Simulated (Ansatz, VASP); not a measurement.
# HgTe in VASP and in Ansatz

```
Hg Te
1.0
     0.00000    3.21450    3.21450
     3.21450    0.00000    3.21450
     3.21450    3.21450    0.00000
Hg Te
1 1
Direct
  0.00000 0.00000 0.00000
  0.75000 0.75000 0.75000
```

Alike in both runs: task single point; functional PBE; k mesh 6 × 6 × 6; occupations fermi-dirac, width 0.03 eV; no spin polarisation.

|  | VASP | Ansatz |
| --- | --- | --- |
| version | VASP 6.6.1 | Ansatz 0.2.0 |
| potentials or method | VASP PAW PBE potentials, release 64 (Hg, Te), cutoff 520 eV | PAW, plane waves, scalar-relativistic |
| valence electrons in the cell | 18 | 36 |

Ansatz gave:

* pressure (GPa): 4.6

Task: Which values does VASP return?

Result: Pressure (GPa): 4.7.

VASP's potentials hold 18 valence electrons a cell and Ansatz's 36, so a difference there can come from the potentials and not from the codes.

Neither program's run includes spin-orbit coupling.
